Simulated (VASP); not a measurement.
Crystal: LiH.

```
Li H
1.0
     3.25583    0.00000    0.00000
    -1.62791    2.81963    0.00000
     0.00000    0.00000    4.06844
Li H
2 2
Direct
  0.33333 0.66667 0.93749
  0.66667 0.33333 0.43749
  0.33333 0.66667 0.43751
  0.66667 0.33333 0.93751
```

Base run:

| Property | Result |
| --- | --- |
| Program | VASP 6.6.1 |
| Functional | PBE0 |
| Potentials or basis | VASP PAW PBE potentials, release 64 (Li_sv, H) |
| Cutoff | 520 eV |
| k mesh | 6 × 6 × 4 |
| Occupations | gaussian, width 0.01 eV |
| Spin | no spin polarisation |

Its results: band gap on the k mesh 3.44 eV (least direct gap 4.79 eV).

Q: The run is repeated on the same cell with these changes: functional from PBE0 to r2SCAN0; further incar settings from ALGO = Normal; EDIFF = 1e-06; NBANDS = 12 to ALGO = Normal; EDIFF = 1e-07; NBANDS = 12. What comes out?

A: Band gap on the k mesh 3.77 eV (least direct gap 5.18 eV).

Caveats: the structure was generated, so it needn't be the stable form of LiH.

A k mesh can miss the band edges.
